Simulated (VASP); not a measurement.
Input of a VASP 6.6.1 run:

File INCAR:

```
PREC = Accurate ; ENCUT = 520
EDIFF = 1E-6 ; ISMEAR = -1
SIGMA = 0.1 ; LREAL = F
LASPH = T ; NELM = 80
ALGO = Normal ; ISIF = 2
LWAVE = F ; LCHARG = F
GGA = B5 ; ALDAX = 1.0
AGGAX = 1.0 ; AGGAC = 1.0
ALDAC = 0.0 ; NBANDS = 10
```

Contents of KPOINTS:

```
regular mesh
0
Gamma
  22 22 22
```

File POSCAR:

```
Ir
1.0
    0.0000000000      1.9947510883      1.9947510883
    1.9947510883      0.0000000000      1.9947510883
    1.9947510883      1.9947510883      0.0000000000
Ir
1
Direct
    0.0000000000      0.0000000000      0.0000000000
```

Potentials or basis: VASP PAW PBE potentials, release 64 (Ir).

Run with:

```sh
$ cat potpaw_PBE.64/Ir/POTCAR > POTCAR
$ mpirun -np 1 vasp_std > vasp.out
```

**Question.** Predict the pressure.

**Answer.** -8.4 GPa.

Caveat: the PAW data sets were made with another functional, which shifts forces and pressure a little.
